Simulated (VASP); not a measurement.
## AlP (m.bA): single point with PBE

Crystal: AlP (m.bA).

```
Al P
1.0
     0.00000    2.75348    2.75348
     2.75348    0.00000    2.75348
     2.75348    2.75348    0.00000
Al P
1 1
Direct
  0.00000 0.00000 0.00000
  0.25000 0.25000 0.25000
```

```json
{"Program": "VASP 6.6.1", "Task": "single point", "Functional": "PBE", "Potentials or basis": "VASP PAW PBE potentials, release 64 (Al, P)", "Cutoff": "500 eV", "k mesh": "8 × 8 × 8", "Occupations": "gaussian, width 0.02 eV", "Spin": "no spin polarisation", "Dipole correction": "no", "Further INCAR settings": "ALGO = Normal; EDIFF = 1e-06; NBANDS = 11"}
```

```yaml
Pressure: -0.1 GPa
Band_gap_on_the_k_mesh: 1.63 eV, indirect (least direct gap 3.09 eV)
```

Levels at points of the mesh, in eV from the valence-band top:
```
           k point  band 1  band 2  band 3  band 4  band 5  band 6  band 7  band 8  band 9
(0.00, 0.00, 0.00)  -11.36    0.00    0.00    0.00    3.09    4.53    4.53    4.53    8.81
(0.50, 0.00, 0.00)   -9.74   -5.41   -0.75   -0.75    2.72    4.81    4.81    8.20   11.45
(0.50, 0.50, 0.00)   -9.11   -5.22   -2.05   -2.05    1.63    2.47   10.85   10.85   11.78
```

Run time: 20 s on 1 thread of Intel Xeon 8259CL (shared host), peak memory 0.15 GiB.

A k mesh can miss the band edges. A hybrid or GW would open this gap; PBE tends to underestimate it.
